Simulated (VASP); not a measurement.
Runs of VASP 6.6.1 on CaO. The structure is that of space group P6_3/mmc (No. 194), or close to it. The cells are those of the table. 

| cell | gap on the mesh (eV) | pressure (GPa) |
| --- | --- | --- |
| a = 4.300, b = 4.300, c = 4.123 Å, angles 90.0, 90.0, 120.0°, 4 atoms | (c) | 8.8 |
| a = 3.867, b = 3.867, c = 5.099 Å, angles 90.0, 90.0, 120.0°, 4 atoms | 3.15 | (a) |
| a = 3.757, b = 3.757, c = 5.403 Å, angles 90.0, 90.0, 120.0°, 4 atoms | 3.07 | -0.3 |
| a = 4.214, b = 4.214, c = 4.294 Å, angles 90.0, 90.0, 120.0°, 4 atoms | (b) | 2.2 |

Alike in all rows: task single point; level LDA; potentials or basis VASP PAW LDA potentials, release 64 (Ca_sv, O); no spin polarisation; k mesh 9 × 9 × 6; cutoff (eV) 520; smearing gaussian 0.05 eV.

Task: Estimate the missing entries.

Result: (a) -4.0; (b) 2.12; (c) 1.57.

Caveats: an odd mesh through Γ misses points on the zone boundary, where band edges can lie; the cell stands under pressure (at least some runs); the cell stands under tension (at least some runs).
